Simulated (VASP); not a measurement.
# Be2C (Fm-3m) in VASP: a series of runs

The runs below take Be2C through single point, relaxation of cell and atoms, with PBEsol, RPBE, r2SCAN, r2SCAN+D4.

All numbers are computed with VASP 6.6.1; they aren't measurements. Logs are shortened: lines on timing, memory, paths and dates and some standing lists are left out, and cuts for length are marked.

### 1 The cell of the first run

The structure is cubic, space group Fm-3m (No. 225). Conventional cell: a = 4.311 Å, b = 4.311 Å, c = 4.311 Å, α = 90.00°, β = 90.00°, γ = 90.00°. Be (site symmetry -43m) has 4 C at 1.87 Å and 6 Be at 2.16 Å within 2.5 Å. C (site symmetry m-3m) has 8 Be at 1.87 Å within 2.5 Å.

### 2 Single point, PBEsol

INCAR reads:

```
SYSTEM = Be2C
  PREC = Accurate
  ENCUT = 600
  EDIFF = 1E-6
  ISMEAR = 0
  SIGMA = 0.01
  LREAL = .FALSE.
  LASPH = .TRUE.
  NELM = 120
  ALGO = Normal
  ISIF = 2
  LWAVE = .FALSE.
  LCHARG = .TRUE.
  GGA = PS
  LELF = .TRUE.
  LVHAR = .TRUE.
  NBANDS = 11
  GGA_COMPAT = .FALSE.
```

KPOINTS reads:

```
Automatic mesh
0
G
  8 8 8
  0 0 0
```

POSCAR reads:

```
Be2C
1.0
    0.0000000000      2.1553419766      2.1553419766
    2.1553419766      0.0000000000      2.1553419766
    2.1553419766      2.1553419766      0.0000000000
Be C
2 1
Direct
    0.2500000000      0.2500000000      0.2500000000
    0.7500000000      0.7500000000      0.7500000000
    0.0000000000      0.0000000000      0.0000000000
```

Potentials or basis: VASP PAW PBE potentials, release 64 (Be, C).

On the command line:

```
cat potpaw_PBE.64/Be/POTCAR potpaw_PBE.64/C/POTCAR > POTCAR
mpirun -np 1 vasp_std > vasp.out
```

OUTCAR:

```text
SYSTEM = Be2C
   PREC = Accurate
   ENCUT = 600
   EDIFF = 1E-6
   ISMEAR = 0
   LREAL = .FALSE.
   LASPH = .TRUE.
   NELM = 120
   ISIF = 2
   GGA = PS

 ion  position               nearest neighbor table
   1  0.250  0.250  0.250-   3 1.87   3 1.87   3 1.87   3 1.87   2 2.16   2 2.16   2 2.16   2 2.16
                             2 2.16   2 2.16
   2  0.750  0.750  0.750-   3 1.87   3 1.87   3 1.87   3 1.87   1 2.16   1 2.16   1 2.16   1 2.16
                             1 2.16   1 2.16
   3  0.000  0.000  0.000-   2 1.87   2 1.87   2 1.87   1 1.87   2 1.87   1 1.87   1 1.87   1 1.87

  LATTYP: Found a face centered cubic cell.
 ALAT       =     4.3106839532

  Lattice vectors:

 A1 = (   0.0000000000,   2.1553419766,   2.1553419766)
 A2 = (   2.1553419766,   0.0000000000,   2.1553419766)
 A3 = (   2.1553419766,   2.1553419766,   0.0000000000)

Analysis of symmetry for initial positions (statically):
=====================================================================
 Subroutine PRICEL returns:
 Original cell was already a primitive cell.

 Routine SETGRP: Setting up the symmetry group for a
 face centered cubic supercell.

 Subroutine GETGRP returns: Found 48 space group operations
 (whereof 48 operations were pure point group operations)
 out of a pool of 48 trial point group operations.

The static configuration has the point symmetry O_h .

Analysis of symmetry for dynamics (positions and initial velocities):
=====================================================================
 Subroutine PRICEL returns:
 Original cell was already a primitive cell.

 Routine SETGRP: Setting up the symmetry group for a
 face centered cubic supercell.

 Subroutine GETGRP returns: Found 48 space group operations
 (whereof 48 operations were pure point group operations)
 out of a pool of 48 trial point group operations.

The dynamic configuration has the point symmetry O_h .

 Subroutine INISYM returns: Found 48 space group operations
 (whereof 48 operations are pure point group operations),
 and found     1 'primitive' translations

----------------------------------------------------------------------------------------

                                     Primitive cell

  volume of cell :      20.0253

  direct lattice vectors                    reciprocal lattice vectors
     0.000000000  2.155341977  2.155341977    -0.231981748  0.231981748  0.231981748
     2.155341977  0.000000000  2.155341977     0.231981748 -0.231981748  0.231981748
     2.155341977  2.155341977  0.000000000     0.231981748  0.231981748 -0.231981748

  length of vectors
     3.048113855  3.048113855  3.048113855     0.401804175  0.401804175  0.401804175

  position of ions in fractional coordinates (direct lattice)
     0.250000000  0.250000000  0.250000000
     0.750000000  0.750000000  0.750000000
     0.000000000  0.000000000  0.000000000
[... 94 lines left out ...]
   EFERMI_NEDOS =   21; number of points for ismear=-14 and -15
   IALGO  =     38    algorithm
   IMIX   =      4    mixing-type and parameters
     AMIX     =   0.40;   BMIX     =  1.00
     AMIX_MAG =   1.60;   BMIX_MAG =  1.00
  volume/ion in A,a.u.               =       6.68        45.05
  Fermi-wavevector in a.u.,A,eV,Ry     =   1.205717  2.278474 19.779510  1.453753
  Thomas-Fermi vector in A             =   2.341405
   LORBIT       =      0    0 simple, 1 ext, 2 COOP (PROOUT), +10 PAW based schemes
   GGA     = PS    functional components
   LHFCALC =     F    Hartree Fock is set to
   AEXX    =    0.0000 exact exchange contribution
   IVDW    =     0    specifies the selected vdW correction
   LEPSILON=     F    determine dielectric tensor
   LRPA    =     F    only Hartree local field effects (RPA)
 non-spin polarized calculation
 Gauss-broadening in eV      SIGMA  =   0.01
  energy-cutoff  :      600.00
  volume of cell :       20.03
 maximum number of plane-waves:       692
   NGX = 13   NGY = 13   NGZ = 13

 number of electron       8.0000000 magnetization

 Free energy of the ion-electron system (eV)
  ---------------------------------------------------
  ext. energy  EPLUGINS =         0.00000000
  ---------------------------------------------------
  free energy    TOTEN  =       -18.41236631 eV

  energy without entropy =      -18.41236631  energy(sigma->0) =      -18.41236631

 E-fermi :   7.9202     XC(G=0): -11.5636

 val. band max:        7.8187967299   @ k =   0.0000   0.0000   0.0000
 cond. band min:       8.8840686571   @ k =   0.5000   0.5000   0.0000
 fundamental gap:      1.0652719273
 Fermi energy:         7.9202445215

 k-point     1 :       0.0000    0.0000    0.0000
  band No.  band energies     occupation
      1      -7.3101      2.00000
      2       7.8188      2.00000
      3       7.8188      2.00000
      4       7.8188      2.00000
      5      11.9274      0.00000
      6      11.9274      0.00000
      7      11.9274      0.00000
      8      14.6670      0.00000
      9      21.0021      0.00000
     10      21.0021      0.00000
     11      21.0021      0.00000
[... 309 lines left out ...]
 k-point    24 :      -0.3750    0.2500    0.1250
  band No.  band energies     occupation
      1      -3.9334      2.00000
      2      -0.3419      2.00000
      3       3.6523      2.00000
      4       4.3694      2.00000
      5      12.9394      0.00000
      6      14.4439      0.00000
      7      17.6935      0.00000
      8      18.4884      0.00000
      9      20.0039      0.00000
     10      21.5975      0.00000
     11      25.3739      0.00000

 [... further k-points ...]

------------------------ aborting loop because EDIFF is reached ----------------------------------------

  FORCE on cell =-STRESS in cart. coord.  units (eV):
  Direction    XX          YY          ZZ          XY          YZ          ZX
  --------------------------------------------------------------------------------------
  -------------------------------------------------------------------------------------
  Total        0.0709882      0.0709882      0.0709882     -0.0000000     -0.0000000      0.0000000
  in kB        5.6796050      5.6796050      5.6796050     -0.0000000     -0.0000000      0.0000000
  external PRESSURE =       5.6796050 kB  Pullay stress =       0.0000000 kB

 VOLUME and BASIS-vectors are now :
 -----------------------------------------------------------------------------
  energy-cutoff  :      600.00
  volume of cell :       20.03
      direct lattice vectors                 reciprocal lattice vectors
     0.000000000  2.155341977  2.155341977    -0.231981748  0.231981748  0.231981748
     2.155341977  0.000000000  2.155341977     0.231981748 -0.231981748  0.231981748
     2.155341977  2.155341977  0.000000000     0.231981748  0.231981748 -0.231981748

 POSITION                                       TOTAL-FORCE (eV/Angst)
 -----------------------------------------------------------------------------------
      1.07767      1.07767      1.07767         0.000000      0.000000      0.000000
      3.23301      3.23301      3.23301        -0.000000     -0.000000     -0.000000
      0.00000      0.00000      0.00000         0.000000      0.000000      0.000000
 -----------------------------------------------------------------------------------
    total drift:                               -0.000000     -0.000000      0.000000

  FREE ENERGIE OF THE ION-ELECTRON SYSTEM (eV)
  ---------------------------------------------------
  free  energy   TOTEN  =       -18.4123663059 eV

  energy  without entropy=      -18.4123663059  energy(sigma->0) =      -18.41236631
```

It took 5.4 s on 1 thread of Intel Xeon 8259CL, shared host; peak memory 0.13 GiB.

Results:

* Free energy: -18.4124 eV
* Pressure: 0.6 GPa
* Band gap on the k mesh: 1.07 eV (least direct gap 4.11 eV)

Caveat: the PAW data sets were made with another functional, which shifts forces and pressure a little. A k mesh can miss the band edges.

### 3 Single point, RPBE

This run uses another cell than the first one, of 6.90 Å³/atom.

INCAR reads:

```
PREC = Accurate
ENCUT = 600
EDIFF = 1E-6
ISMEAR = 0
SIGMA = 0.01
LREAL = F
LASPH = T
NELM = 120
ALGO = Normal
ISIF = 2
LWAVE = F
LCHARG = T
GGA = RP
LELF = T
LVHAR = T
NBANDS = 11
GGA_COMPAT = F
```

KPOINTS reads:

```
Automatic mesh
0
Gamma
  8 8 8
```

POSCAR reads:

```
Be2C
1.0
    0.0000000000      2.1793572266      2.1793572266
    2.1793572266      0.0000000000      2.1793572266
    2.1793572266      2.1793572266      0.0000000000
Be C
2 1
Direct
    0.2500000000      0.2500000000      0.2500000000
    0.7500000000      0.7500000000      0.7500000000
    0.0000000000      0.0000000000      0.0000000000
```

Potentials or basis: VASP PAW PBE potentials, release 64 (Be, C).

On the command line:

```
cat potpaw_PBE.64/Be/POTCAR potpaw_PBE.64/C/POTCAR > POTCAR
mpirun -np 1 vasp_std > vasp.out
```

OUTCAR:

```text
PREC = Accurate
   ENCUT = 600
   EDIFF = 1E-6
   ISMEAR = 0
   LREAL = F
   LASPH = T
   NELM = 120
   ISIF = 2
   GGA = RP

 ion  position               nearest neighbor table
   1  0.250  0.250  0.250-   3 1.89   3 1.89   3 1.89   3 1.89   2 2.18   2 2.18   2 2.18   2 2.18
                             2 2.18   2 2.18
   2  0.750  0.750  0.750-   3 1.89   3 1.89   3 1.89   3 1.89   1 2.18   1 2.18   1 2.18   1 2.18
                             1 2.18   1 2.18
   3  0.000  0.000  0.000-   2 1.89   2 1.89   2 1.89   1 1.89   1 1.89   1 1.89   2 1.89   1 1.89

  LATTYP: Found a face centered cubic cell.
 ALAT       =     4.3587144532

  Lattice vectors:

 A1 = (   0.0000000000,   2.1793572266,   2.1793572266)
 A2 = (   2.1793572266,   0.0000000000,   2.1793572266)
 A3 = (   2.1793572266,   2.1793572266,   0.0000000000)

Analysis of symmetry for initial positions (statically):
=====================================================================
 Subroutine PRICEL returns:
 Original cell was already a primitive cell.

 Routine SETGRP: Setting up the symmetry group for a
 face centered cubic supercell.

[... 183 lines left out ...]
      6      11.7817      0.00000
      7      11.7817      0.00000
      8      14.1351      0.00000
      9      20.7142      0.00000
     10      20.7142      0.00000
     11      20.7142      0.00000
[... 309 lines left out ...]
 k-point    24 :      -0.3750    0.2500    0.1250
  band No.  band energies     occupation
      1      -4.0535      2.00000
      2      -0.2965      2.00000
      3       3.5630      2.00000
      4       4.3107      2.00000
      5      12.7439      0.00000
      6      14.1185      0.00000
      7      17.2580      0.00000
      8      18.1524      0.00000
      9      19.5684      0.00000
     10      21.2089      0.00000
     11      24.8075      0.00000

 [... further k-points ...]

------------------------ aborting loop because EDIFF is reached ----------------------------------------

  FORCE on cell =-STRESS in cart. coord.  units (eV):
  Direction    XX          YY          ZZ          XY          YZ          ZX
  --------------------------------------------------------------------------------------
  -------------------------------------------------------------------------------------
  Total        0.0100364      0.0100364      0.0100364     -0.0000000      0.0000000      0.0000000
  in kB        0.7767346      0.7767346      0.7767346     -0.0000000      0.0000000      0.0000000
  external PRESSURE =       0.7767346 kB  Pullay stress =       0.0000000 kB

 VOLUME and BASIS-vectors are now :
 -----------------------------------------------------------------------------
  energy-cutoff  :      600.00
  volume of cell :       20.70
      direct lattice vectors                 reciprocal lattice vectors
     0.000000000  2.179357227  2.179357227    -0.229425444  0.229425444  0.229425444
     2.179357227  0.000000000  2.179357227     0.229425444 -0.229425444  0.229425444
     2.179357227  2.179357227  0.000000000     0.229425444  0.229425444 -0.229425444

 POSITION                                       TOTAL-FORCE (eV/Angst)
 -----------------------------------------------------------------------------------
      1.08968      1.08968      1.08968         0.000000     -0.000000      0.000000
      3.26904      3.26904      3.26904        -0.000000     -0.000000     -0.000000
      0.00000      0.00000      0.00000        -0.000000      0.000000     -0.000000
 -----------------------------------------------------------------------------------
    total drift:                               -0.000000     -0.000000      0.000000

  FREE ENERGIE OF THE ION-ELECTRON SYSTEM (eV)
  ---------------------------------------------------
  free  energy   TOTEN  =       -16.4531771849 eV

  energy  without entropy=      -16.4531771849  energy(sigma->0) =      -16.45317718
```

OSZICAR:

```text
N       E                     dE             d eps       ncg     rms          rms(c)
DAV:   1     0.671351330942E+01    0.67135E+01   -0.43087E+03   638   0.741E+02
DAV:   2    -0.166050761754E+02   -0.23319E+02   -0.21176E+02   882   0.126E+02
DAV:   3    -0.174863551110E+02   -0.88128E+00   -0.87860E+00   838   0.193E+01
DAV:   4    -0.174917864190E+02   -0.54313E-02   -0.54306E-02   761   0.180E+00
DAV:   5    -0.174918177764E+02   -0.31357E-04   -0.31357E-04   827   0.125E-01    0.528E+00
DAV:   6    -0.164992819155E+02    0.99254E+00   -0.29346E+00   668   0.805E+00    0.216E+00
DAV:   7    -0.164565313391E+02    0.42751E-01   -0.18853E-01   811   0.300E+00    0.130E+00
DAV:   8    -0.164533105163E+02    0.32208E-02   -0.11058E-02   653   0.126E+00    0.240E-01
DAV:   9    -0.164531470313E+02    0.16348E-03   -0.25151E-04   827   0.101E-01    0.147E-01
DAV:  10    -0.164531775987E+02   -0.30567E-04   -0.25509E-04   719   0.106E-01    0.156E-02
DAV:  11    -0.164531769947E+02    0.60400E-06   -0.32706E-05   770   0.305E-02    0.296E-03
DAV:  12    -0.164531771849E+02   -0.19015E-06   -0.11322E-06   635   0.848E-03
   1 F= -.16453177E+02 E0= -.16453177E+02  d E =-.454387E-28
```

stdout:

```text
POSCAR found type information on POSCAR BeC
 POSCAR found :  2 types and       3 ions
 scaLAPACK will be used
 -----------------------------------------------------------------------------
|                                                                             |
|                                                                             |
|     You enforced a specific xc type in the INCAR file but a different       |
|     I HOPE YOU KNOW WHAT YOU ARE DOING!                                     |
|                                                                             |
 -----------------------------------------------------------------------------

 LDA part: xc-table for (Slater+PW92), standard interpolation
 POSCAR, INCAR and KPOINTS ok, starting setup
 FFT: planning ... GRIDC
 FFT: planning ... GRID_SOFT
 FFT: planning ... GRID
 WAVECAR not read
 entering main loop
```

Run time: 12 s. Hardware: 1 thread of Intel Xeon 8259CL, shared host; peak memory 0.15 GiB.

Results:

- Free energy: -16.4532 eV
- Pressure: 0.1 GPa
- Band gap on the k mesh: 1.13 eV (least direct gap 4.15 eV)

Levels at points of the mesh, in eV from the valence-band top:
| k point | band 1 | band 2 | band 3 | band 4 | band 5 | band 6 | band 7 | band 8 | band 9 |
| --- | --- | --- | --- | --- | --- | --- | --- | --- | --- |
| (0.00, 0.00, 0.00) | -14.95 | 0.00 | 0.00 | 0.00 | 4.15 | 4.15 | 4.15 | 6.50 | 13.08 |
| (0.50, 0.00, 0.00) | -12.13 | -8.61 | -1.79 | -1.79 | 5.00 | 5.00 | 6.77 | 9.73 | 14.38 |
| (0.50, 0.50, 0.00) | -11.38 | -6.73 | -4.63 | -4.63 | 1.13 | 5.57 | 13.12 | 13.12 | 15.08 |

Caveat: the PAW data sets were made with another functional, which shifts forces and pressure a little.

### 4 Single point, r2SCAN

This run uses another cell than the first one, of 6.72 Å³/atom.

POSCAR reads:

```
Be2C
1.0
    0.0000000000      2.1604514618      2.1604514618
    2.1604514618      0.0000000000      2.1604514618
    2.1604514618      2.1604514618      0.0000000000
Be C
2 1
Direct
    0.2500000000      0.2500000000      0.2500000000
    0.7500000000      0.7500000000      0.7500000000
    0.0000000000      0.0000000000      0.0000000000
```

INCAR.step1 reads:

```
SYSTEM = Be2C
ALGO = Normal
EDIFF = 1E-5
ENCUT = 660
GGA = PE
GGA_COMPAT = .FALSE.
ISMEAR = 0
LASPH = .TRUE.
LCHARG = .FALSE.
LREAL = .FALSE.
LWAVE = .TRUE.
NBANDS = 11
NELM = 120
PREC = Accurate
SIGMA = 0.01
```

INCAR.step2 reads:

```
SYSTEM = Be2C
ALGO = Normal
EDIFF = 1E-6
ENCUT = 660
GGA_COMPAT = .FALSE.
ISIF = 2
ISMEAR = 0
ISTART = 1
LASPH = .TRUE.
LCHARG = .FALSE.
LMIXTAU = .TRUE.
LREAL = .FALSE.
LWAVE = .FALSE.
METAGGA = R2SCAN
NBANDS = 11
NELM = 120
PREC = Accurate
SIGMA = 0.01
```

KPOINTS reads:

```
k-points
0
G
  8 8 8
  0 0 0
```

On the command line:

```
cat potpaw_PBE.64/Be/POTCAR potpaw_PBE.64/C/POTCAR > POTCAR
cp INCAR.step1 INCAR
mpirun -np 1 vasp_std > vasp.out
cp INCAR.step2 INCAR
mpirun -np 1 vasp_std > vasp.out
```

It took 66 s on 1 thread of Intel Xeon 8259CL, shared host; peak memory 0.16 GiB.

The run converged. Its results:

| Property | Result |
| --- | --- |
| Free energy | -19.4755 eV |
| Pressure | 0.8 GPa |
| Band gap on the k mesh | 1.53 eV (least direct gap 4.63 eV) |

Levels at points of the mesh, in eV from the valence-band top:
```tsv
k point	band 2	band 3	band 4	band 5	band 6	band 7
(0.00, 0.00, 0.00)	0.00	0.00	0.00	4.63	4.63	4.63
(0.50, 0.00, 0.00)	-9.11	-1.91	-1.91	5.54	5.54	7.62
(0.50, 0.50, 0.00)	-7.15	-4.93	-4.93	1.53	6.21	14.46
```

Caveat: the PAW data sets were made with another functional, which shifts forces and pressure a little. r2SCAN opens gaps a little over a GGA but as a rule still falls short of measured ones.

(Continued in part 2 of 2.)
